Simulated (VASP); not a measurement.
# H4C in VASP: notebook, part 2 of 2

VASP 6.6.1.

## (4) Single point, PBE+D3(BJ)

Input file INCAR:

```
SYSTEM = H4C
ALGO = Normal ; EDIFF = 1E-6
ENCUT = 520 ; GGA = PE
ISIF = 2 ; ISMEAR = -1
IVDW = 12 ; LASPH = .True.
LCHARG = .False. ; LREAL = Auto
LWAVE = .False. ; NBANDS = 45
NELM = 60 ; PREC = Accurate
SIGMA = 0.02
```

Input file KPOINTS:

```
k-points
0
Gamma
  1 1 1
  0 0 0
```

Input file POSCAR:

```
H4C
1.0
    7.2304270000      0.0000000000      0.0000000000
    0.0000000000      7.2304270000      0.0000000000
    0.0000000000      0.0000000000      7.2304270000
C H
6 24
Direct
    0.7543399581      0.7917098119      0.6056765389
    0.5017407686      0.2474542651      0.7401084334
    0.9465001168      0.2892498603      0.5142019966
    0.0963428578      0.0229723639      0.1260229859
    0.4385909712      0.6759490138      0.9689745848
    0.8807501964      0.5300931743      0.0473139415
    0.6308617734      0.7182563353      0.6445400804
    0.8222612579      0.9047183520      0.6814535296
    0.7597476608      0.8018613562      0.4529193089
    0.8663803673      0.6934030314      0.6084702881
    0.5572423316      0.1972774222      0.8698932995
    0.5644203309      0.1702527389      0.6156482874
    0.5331773628      0.3830894081      0.7253375216
    0.3618320190      0.2061565659      0.7210500846
    0.9940076845      0.4263095388      0.4800269749
    0.9090472803      0.2911861222      0.6552310119
    1.0190269537      0.1738071624      0.4733883628
    0.8243219937      0.2756130447      0.4424081731
    0.2171517671      0.1183194298      0.1351510775
   -0.0210361020      0.0331930604      0.2038607125
    0.1658269975     -0.0983067805      0.1895462052
    0.0811985240     -0.0037618802     -0.0164167344
    0.4318970373      0.8097032167      0.9082174538
    0.3568253991      0.5879320820      0.8831981846
    0.3611543274      0.6935275054      1.0948039445
    0.5826073619      0.6283861244      0.9830816354
    0.8304627099      0.6683422708      0.0172742218
    0.8638908878      0.4266967912     -0.0493055251
    0.8263274078      0.4890167621      0.1897674923
    1.0271315926      0.5071623018      0.0714204016
```

Potentials or basis: VASP PAW PBE potentials, release 64 (C, H).

The run is started by

```bash
$ cat potpaw_PBE.64/C/POTCAR potpaw_PBE.64/H/POTCAR > POTCAR
$ mpirun -np 1 vasp_gam > vasp.out
```

OUTCAR:

```text
SYSTEM = H4C
   EDIFF = 1E-6
   ENCUT = 520
   GGA = PE
   ISIF = 2
   ISMEAR = -1
   IVDW = 12
   LASPH = .True.
   LREAL = Auto
   NELM = 60
   PREC = Accurate
 IVDW          = 12

 ion  position               nearest neighbor table
   1  0.754  0.792  0.606-   7 1.08  10 1.08   8 1.10   9 1.11
   2  0.502  0.247  0.740-  13 1.01  14 1.06  11 1.08  12 1.15
   3  0.947  0.289  0.514-  17 1.03  18 1.03  16 1.06  15 1.08
   4  0.096  0.023  0.126-  20 1.02  22 1.05  21 1.11  19 1.11
   5  0.439  0.676  0.969-  23 1.06  24 1.07  25 1.08  26 1.10
   6  0.881  0.530  0.047-  28 1.03  30 1.09  27 1.09  29 1.14
   7  0.631  0.718  0.645-   1 1.08
   8  0.822  0.905  0.681-   1 1.10
   9  0.760  0.802  0.453-   1 1.11
  10  0.866  0.693  0.608-   1 1.08
  11  0.557  0.197  0.870-   2 1.08
  12  0.564  0.170  0.616-   2 1.15
[... 16 lines left out ...]
  29  0.826  0.489  0.190-   6 1.14
  30  0.027  0.507  0.071-   6 1.09

  LATTYP: Found a simple cubic cell.
 ALAT       =     7.2304270000

  Lattice vectors:

 A1 = (   7.2304270000,   0.0000000000,   0.0000000000)
[... 214 lines left out ...]
 Fermi energy:        -5.7041803104

 k-point     1 :       0.0000    0.0000    0.0000
  band No.  band energies     occupation
      1     -15.5881      2.00000
      2     -15.2910      2.00000
      3     -15.2307      2.00000
      4     -15.1159      2.00000
      5     -15.0692      2.00000
      6     -14.8729      2.00000
[... 28 lines left out ...]
     35       4.4511      0.00000
     36       4.6908      0.00000
 [bands above 36 left out]

------------------------ aborting loop because EDIFF is reached ----------------------------------------

 Edisp (eV)   -0.79967

 E8    (eV) :    -0.1676

  FORCE on cell =-STRESS in cart. coord.  units (eV):
  Direction    XX          YY          ZZ          XY          YZ          ZX
  --------------------------------------------------------------------------------------
  -------------------------------------------------------------------------------------
  Total       7.87400     8.74432     5.08091    -0.16796     0.51374     0.30887
  in kB      33.37447    37.06336    21.53576    -0.71191     2.17753     1.30916
  external pressure =       30.66 kB  Pullay stress =        0.00 kB

 VOLUME and BASIS-vectors are now :
 -----------------------------------------------------------------------------
  energy-cutoff  :      520.00
  volume of cell :      378.00
      direct lattice vectors                 reciprocal lattice vectors
     7.230427000  0.000000000  0.000000000     0.138304418  0.000000000  0.000000000
     0.000000000  7.230427000  0.000000000     0.000000000  0.138304418  0.000000000
     0.000000000  0.000000000  7.230427000     0.000000000  0.000000000  0.138304418

 POSITION                                       TOTAL-FORCE (eV/Angst)
 -----------------------------------------------------------------------------------
      5.45420      5.72440      4.37930         1.744200     -0.541071     -1.490902
      3.62780      1.78920      5.35130         0.855286     -3.924748     -1.617399
      6.84360      2.09140      3.71790        -0.220428      1.782342      0.577683
      0.69660      0.16610      0.91120         4.322261     -1.100548      0.070174
      3.17120      4.88740      7.00610         0.256479     -0.030650      0.238583
      6.36820      3.83280      0.34210         0.622736      0.159401      3.605344
[... 22 lines left out ...]
      5.97470      3.53580      1.37210        -0.109923      0.149422     -1.342204
      0.19617      3.66700      0.51640         0.761499      1.061594      0.068601
 -----------------------------------------------------------------------------------
    total drift:                                0.004718      0.015348     -0.029365

  FREE ENERGIE OF THE ION-ELECTRON SYSTEM (eV)
  ---------------------------------------------------
  free  energy   TOTEN  =      -142.9004020110 eV

  energy  without entropy=     -142.9004020110  energy(sigma->0) =     -142.90040201
```

OSZICAR:

```text
N       E                     dE             d eps       ncg     rms          rms(c)
DAV:   1     0.233182594786E+03    0.23318E+03   -0.20855E+04    90   0.875E+02
DAV:   2    -0.124717526768E+03   -0.35790E+03   -0.34263E+03   119   0.204E+02
DAV:   3    -0.162369777403E+03   -0.37652E+02   -0.37428E+02   124   0.647E+01
DAV:   4    -0.163449715899E+03   -0.10799E+01   -0.10785E+01   108   0.133E+01
DAV:   5    -0.163474536367E+03   -0.24820E-01   -0.24813E-01   132   0.190E+00    0.223E+01
DAV:   6    -0.144980623582E+03    0.18494E+02   -0.32720E+01   100   0.190E+01    0.105E+01
DAV:   7    -0.142659540210E+03    0.23211E+01   -0.58210E+00   116   0.818E+00    0.607E+00
DAV:   8    -0.142132667227E+03    0.52687E+00   -0.12982E+00   103   0.409E+00    0.201E+00
DAV:   9    -0.142086327336E+03    0.46340E-01   -0.12551E-01   108   0.123E+00    0.723E-01
DAV:  10    -0.142098459521E+03   -0.12132E-01   -0.45073E-02   100   0.758E-01    0.211E-01
DAV:  11    -0.142100516751E+03   -0.20572E-02   -0.27059E-03   108   0.251E-01    0.132E-01
DAV:  12    -0.142100893502E+03   -0.37675E-03   -0.11935E-03   100   0.174E-01    0.777E-02
DAV:  13    -0.142100819390E+03    0.74112E-04   -0.38647E-04   100   0.885E-02    0.546E-02
DAV:  14    -0.142100732157E+03    0.87232E-04   -0.16719E-04   100   0.510E-02    0.121E-02
DAV:  15    -0.142100728853E+03    0.33039E-05   -0.16944E-05   116   0.184E-02    0.697E-03
DAV:  16    -0.142100728037E+03    0.81621E-06   -0.38436E-06   100   0.800E-03
   1 F= -.14290040E+03 E0= -.14290040E+03  d E =-.622356E-11
```

stdout:

```text
POSCAR found type information on POSCAR C H
 POSCAR found :  2 types and      30 ions
 scaLAPACK will be used
 LDA part: xc-table for (Slater+PW92), standard interpolation
 POSCAR, INCAR and KPOINTS ok, starting setup
 FFT: planning ... GRIDC
 FFT: planning ... GRID_SOFT
 FFT: planning ... GRID
 WAVECAR not read
 entering main loop
```

Run time: 23 s. Hardware: 1 thread of Intel Xeon 6975P-C (Granite Rapids), shared host; peak memory 0.34 GiB.

Results:

```
Free energy                : -142.9004 eV
Pressure                   : 3.1 GPa
Largest force              : 4.461 eV/Å
Band gap on the k mesh     : 6.77 eV
Dispersion energy per atom : -0.027 eV
```

Forces in eV/Å, atoms in the order of the input:
```
C    1.744 -0.541 -1.491
C    0.855 -3.925 -1.617
C   -0.220  1.782  0.578
C    4.322 -1.101  0.070
C    0.256 -0.031  0.239
C    0.623  0.159  3.605
H   -0.492  0.388  0.649
H   -1.161  0.300 -0.065
H   -0.565  0.993  0.192
H    0.493 -1.119  0.627
H    0.149 -0.350  0.246
H    0.022  0.606  1.362
H    0.254  3.218 -0.393
H   -1.361  0.345  0.388
H    0.937  0.181 -0.322
H   -0.106 -0.290  1.490
H    2.051 -1.558 -0.414
H   -2.501 -0.145 -1.275
H   -1.125  0.592  0.369
H   -2.371  1.209  1.255
H   -0.251 -0.266 -0.411
H   -0.628 -0.406 -1.374
H    0.315  1.122 -0.657
H   -0.323 -0.787 -0.600
H    0.071 -0.271  0.933
H   -0.745  0.101  0.128
H    0.503  0.096 -0.388
H   -1.400 -1.513 -1.851
H   -0.110  0.149 -1.342
H    0.761  1.062  0.069
```

Stress tensor (GPa, compression positive):
```
 3.34 -0.07  0.13
-0.07  3.71  0.22
 0.13  0.22  2.15
```

Levels at points of the mesh, in eV from the valence-band top:
```tsv
k point	band 20	band 21	band 22	band 23	band 24	band 25	band 26	band 27	band 28	band 29
(0.00, 0.00, 0.00)	-0.69	-0.23	-0.16	-0.15	0.00	6.77	8.59	9.00	9.40	9.45
```

Caveat: the k points lie up to 0.87 Å⁻¹ apart.

## (5) Single point, PBE+D3(BJ)

Input file INCAR:

```
SYSTEM = H4C
ALGO = Normal
EDIFF = 1E-6
ENCUT = 520
GGA = PE
ISIF = 2
ISMEAR = -1
IVDW = 12
LASPH = .True.
LCHARG = .True.
LELF = .True.
LREAL = Auto
LVHAR = .True.
LWAVE = .False.
NBANDS = 45
NELM = 60
PREC = Accurate
SIGMA = 0.02
```

KPOINTS is that of step 4.

Input file POSCAR:

```
H4C
1.0
    7.2304270000      0.0000000000      0.0000000000
    0.0000000000      7.2304270000      0.0000000000
    0.0000000000      0.0000000000      7.2304270000
C H
6 24
Direct
    0.7639244543      0.7872287487      0.6143343955
    0.4486042111      0.2350621893      0.7115900624
    0.9803432079      0.3076996697      0.4441784697
    0.0892201802      0.0104834749      0.1022207955
    0.4520479911      0.6820205778      0.9487821397
    0.9246065274      0.5297197524     -0.0064588163
    0.6366705590      0.8087904075      0.7156977036
    0.8978999442      0.8449985042      0.6830302000
    0.7476736851      0.8253177855      0.4746745939
    0.7847530996      0.6329778310      0.5973921042
    0.4235849418      0.2427104236      0.8604471078
    0.4159367075      0.0918479642      0.6751330177
    0.5943079157      0.2587399057      0.6533362414
    0.3379883373      0.3318476212      0.6579417785
    1.0806277416      0.3054038164      0.3266888664
    0.9339005843      0.4540672356      0.4992097977
    1.0488038950      0.2341908714      0.5583764278
    0.8495210587      0.2226147916      0.4035584620
    0.1387193315      0.1307944883      0.0246320169
   -0.0490704076     -0.0459170669      0.0491810511
    0.1040325834      0.0223776549      0.2568451351
    0.1853417509     -0.1180428210      0.0875743576
    0.3929505132      0.8122618484      0.8799203698
    0.5138838965      0.5985262005      0.8339618117
    0.3210598765      0.6153855090      0.9881988989
    0.5485014924      0.7064174771      1.0617630190
    0.9017862984      0.6757553876      0.0145357944
    1.0261772922      0.4804695490     -0.1089700511
    0.7941163088      0.4459072749     -0.0624444448
    0.9582283315      0.4945489388      0.1342659292
```

The run is started by

```bash
$ cat potpaw_PBE.64/C/POTCAR potpaw_PBE.64/H/POTCAR > POTCAR
$ mpirun -np 1 vasp_gam > vasp.out
```

Run time: 24 s. Hardware: 1 thread of Intel Xeon 6975P-C (Granite Rapids), shared host; peak memory 0.35 GiB.

The run converged. Its results:

| Quantity | Value |
| --- | --- |
| Free energy | -143.1277 eV |
| Pressure | -2.7 GPa |
| Largest force | 3.391 eV/Å |
| Band gap on the k mesh | 6.48 eV |
| Dispersion energy per atom | -0.027 eV |

Forces on the atoms (eV/Å):
```
C    0.404 -1.218  3.139
C   -0.209  0.217 -0.799
C   -1.468  0.287  0.233
C    0.572 -2.914  0.507
C   -1.378  0.477 -1.891
C   -1.864 -1.966 -1.093
H    1.915 -0.026 -1.871
H   -1.580 -0.495 -0.947
H   -0.392  1.231 -1.224
H   -0.180  0.845  0.646
H    0.895  0.121  0.320
H   -0.271 -0.014 -0.284
H   -1.374  0.266  0.975
H    1.011 -0.631 -0.246
H   -0.672  0.498  0.544
H    0.844 -1.873 -1.042
H   -0.146  0.025  0.069
H    1.492  1.067  0.365
H    0.000 -0.156  0.140
H    0.977  0.975  0.786
H   -0.806  0.477 -0.957
H   -0.744  1.586 -0.526
H    1.008 -0.745  0.797
H   -0.175  0.316  0.852
H    0.386 -0.300  0.474
H   -0.075  0.147  0.021
H   -0.198  0.569 -1.110
H    0.381  0.783  0.417
H    1.415  1.493  1.320
H    0.231 -1.041  0.386
```

Stress tensor (GPa, compression positive):
```
-4.29 -0.12 -0.14
-0.12 -2.27 -1.91
-0.14 -1.91 -1.45
```

Levels at points of the mesh, in eV from the valence-band top:
```
           k point  band 20  band 21  band 22  band 23  band 24  band 25  band 26  band 27  band 28  band 29
(0.00, 0.00, 0.00)    -0.57    -0.48    -0.31    -0.21     0.00     6.48     8.41     8.72     8.94     9.20
```

Caveat: the k points lie up to 0.87 Å⁻¹ apart.

## (6) Relaxation of the atoms, PBE+D3(BJ)

Input file INCAR:

```
PREC     = Accurate       # precision mode
ENCUT    = 520            # plane-wave cutoff, eV
EDIFF    = 1E-6           # SCF threshold, eV
ISMEAR   = -1             # smearing method
SIGMA    = 0.02           # smearing width, eV
LREAL    = Auto         
LASPH    = True           # aspherical terms in the spheres
NELM     = 60             # most SCF steps
ALGO     = Normal         # electronic algorithm
ISIF     = 2              # what is computed and relaxed
LWAVE    = False          # write WAVECAR
LCHARG   = False          # write CHGCAR
GGA      = PE             # functional
IVDW     = 12             # dispersion correction
IBRION   = 2              # ionic algorithm
NSW      = 35             # ionic steps
EDIFFG   = -0.3           # ionic threshold
```

Input file KPOINTS:

```
Automatic mesh
0
Gamma
  1 1 1
```

Input file POSCAR:

```
H4C
1.0
    7.2304270000      0.0000000000      0.0000000000
    0.0000000000      7.2304270000      0.0000000000
    0.0000000000      0.0000000000      7.2304270000
C H
6 24
Direct
    0.8770579000      0.7441327000      0.6186652000
    0.4240433000      0.2548012000      0.7608015000
    0.9259778000      0.2710535000      0.5666358000
    0.1247088000      0.0234516000      0.0540962000
    0.5364064000      0.6361520000      0.9822065000
    0.8484339000      0.6287568000      0.1988456000
    0.7770088000      0.7466435000      0.7313417000
    1.0133503000      0.7805423000      0.6716825000
    0.8361262000      0.8434022000      0.5129189000
    0.8817462000      0.6059429000      0.5587177000
    0.4669630000      0.3479214000      0.8712490000
    0.5116434000      0.1321730000      0.7616044000
    0.4370432000      0.3249556000      0.6280556000
    0.2805235000      0.2141549000      0.7822971000
    1.0123588000      0.3605304000      0.6517494000
    0.8407159000      0.1842064000      0.6555183000
    1.0135969000      0.1839166000      0.4803677000
    0.8372397000      0.3555606000      0.4789077000
    0.1831938000      0.1604929000      0.0767084000
    0.1004610000     -0.0433709000      0.1869831000
    0.2209221000     -0.0594696000     -0.0270160000
   -0.0057418000      0.0361540000     -0.0202907000
    0.6057330000      0.7399762000      0.8977881000
    0.3922343000      0.6249872000      0.9397578000
    0.5430870000      0.6766723000      1.1272085000
    0.6045710000      0.5029724000      0.9640714000
    0.8796806000      0.7761068000      0.2037183000
    0.7234736000      0.6012433000      0.2784701000
    0.9634826000      0.5510422000      0.2574661000
    0.8270988000      0.5866347000      0.0557279000
```

Potentials or basis: VASP PAW PBE potentials, release 64 (C, H).

The run is started by

```bash
$ cat potpaw_PBE.64/C/POTCAR potpaw_PBE.64/H/POTCAR > POTCAR
$ mpirun -np 1 vasp_gam > vasp.out
```

It took 4 min on 1 thread of Intel Xeon 6975P-C (Granite Rapids), shared host; peak memory 0.4 GiB.

It converged, with:

```
Free energy                  : -144.6334 eV
Energy gained by relaxing    : 25.0 meV/atom
Ionic steps                  : 20
Pressure after relaxing      : 0.9 GPa
Largest force after relaxing : 0.236 eV/Å
Band gap on the k mesh       : 7.14 eV
Dispersion energy per atom   : -0.027 eV
```

Forces in eV/Å, atoms in the order of the input:
```
C   -0.004  0.036  0.045
C   -0.059 -0.023  0.034
C    0.003 -0.013 -0.010
C    0.002  0.038  0.058
C   -0.096  0.027  0.150
C    0.016 -0.169 -0.125
H    0.005  0.050  0.049
H    0.009  0.048  0.010
H   -0.009 -0.015  0.049
H   -0.017  0.009  0.072
H    0.047  0.024  0.096
H    0.091 -0.162 -0.064
H    0.065  0.081 -0.155
H   -0.077 -0.066 -0.041
H    0.106  0.089  0.046
H   -0.054 -0.055  0.096
H    0.114 -0.075 -0.071
H   -0.120  0.030 -0.097
H    0.010  0.047  0.005
H    0.030  0.027  0.047
H    0.005  0.003  0.000
H   -0.044  0.024 -0.008
H    0.035  0.169 -0.111
H   -0.047 -0.020 -0.029
H   -0.081  0.047  0.126
H    0.101 -0.127 -0.035
H   -0.044  0.206 -0.039
H   -0.117 -0.090  0.093
H    0.046 -0.055  0.016
H    0.082 -0.084 -0.204
```

Stress tensor (GPa, compression positive):
```
 0.48  0.11 -0.17
 0.11  1.35  0.02
-0.17  0.02  0.82
```

The path:
| step | energy change (eV) | largest force (eV/Å) | pressure (GPa) |
| --- | --- | --- | --- |
| 1 | 0.0000 | 0.8425 | 1.75 |
| 2 | -0.0443 | 1.0124 | 1.35 |
| 3 | -0.0467 | 0.8705 | 1.42 |
| 4 | -0.0849 | 0.6553 | 1.27 |
| 5 | -0.1582 | 0.4285 | 0.81 |
| 6 | -0.1320 | 1.0670 | -0.06 |
| 7 | -0.1745 | 0.5961 | 0.47 |
| 8 | -0.2296 | 0.4515 | 0.64 |
| 9 | -0.3034 | 1.1317 | 1.18 |
| 10 | -0.3561 | 0.4839 | 1.29 |
| 11 | -0.3937 | 0.7715 | 1.50 |
| 12 | -0.4419 | 0.7384 | 1.40 |
| 13 | -0.5579 | 0.6248 | 1.11 |
| 14 | -0.6651 | 0.6031 | 0.46 |
| 15 | -0.6669 | 0.6440 | 0.37 |
| 16 | -0.6863 | 0.4447 | 0.44 |
| 17 | -0.6865 | 0.4007 | 0.44 |
| 18 | -0.7081 | 0.3287 | 0.61 |
| 19 | -0.7318 | 0.5224 | 1.05 |
| 20 | -0.7495 | 0.2359 | 0.89 |

Final structure:
```yaml
crystal:
  lattice:
    - [7.23043, 0.00000, 0.00000]
    - [0.00000, 7.23043, 0.00000]
    - [0.00000, 0.00000, 7.23043]
  atoms:
    - { symbol: C, position: [0.88372, 0.76934, 0.63065] }
    - { symbol: C, position: [0.41776, 0.22836, 0.74060] }
    - { symbol: C, position: [0.93019, 0.25464, 0.56409] }
    - { symbol: C, position: [0.12541, 0.02750, 0.06052] }
    - { symbol: C, position: [0.48084, 0.66562, 0.97508] }
    - { symbol: C, position: [0.89883, 0.61239, 0.20954] }
    - { symbol: H, position: [0.78601, 0.77340, 0.74574] }
    - { symbol: H, position: [0.02221, 0.80454, 0.68087] }
    - { symbol: H, position: [0.84146, 0.86827, 0.52451] }
    - { symbol: H, position: [0.88511, 0.63096, 0.57150] }
    - { symbol: H, position: [0.45266, 0.30851, 0.86325] }
    - { symbol: H, position: [0.50314, 0.10429, 0.73581] }
    - { symbol: H, position: [0.44204, 0.31262, 0.61784] }
    - { symbol: H, position: [0.27237, 0.18980, 0.74812] }
    - { symbol: H, position: [0.01348, 0.35313, 0.64180] }
    - { symbol: H, position: [0.85017, 0.16950, 0.65926] }
    - { symbol: H, position: [0.02013, 0.16674, 0.48107] }
    - { symbol: H, position: [0.83664, 0.32949, 0.47295] }
    - { symbol: H, position: [0.18420, 0.16540, 0.08059] }
    - { symbol: H, position: [0.10358, 0.96133, 0.19471] }
    - { symbol: H, position: [0.22089, 0.94334, 0.97890] }
    - { symbol: H, position: [0.99330, 0.03842, 0.98737] }
    - { symbol: H, position: [0.55349, 0.77561, 0.90242] }
    - { symbol: H, position: [0.34711, 0.63931, 0.90955] }
    - { symbol: H, position: [0.46037, 0.70776, 0.11865] }
    - { symbol: H, position: [0.56511, 0.54102, 0.97267] }
    - { symbol: H, position: [0.90036, 0.76255, 0.20993] }
    - { symbol: H, position: [0.77597, 0.56483, 0.28248] }
    - { symbol: H, position: [0.02323, 0.56090, 0.27818] }
    - { symbol: H, position: [0.89336, 0.56217, 0.06761] }
```

Levels at points of the mesh, in eV from the valence-band top:
```tsv
k point	band 20	band 21	band 22	band 23	band 24	band 25	band 26	band 27	band 28	band 29
(0.00, 0.00, 0.00)	-0.36	-0.22	-0.16	-0.09	0.00	7.14	9.08	9.44	9.65	9.81
```

Caveat: the k points lie up to 0.87 Å⁻¹ apart; the relaxation stopped at a loose force limit of 0.3 eV/Å, so its end isn't a converged minimum.
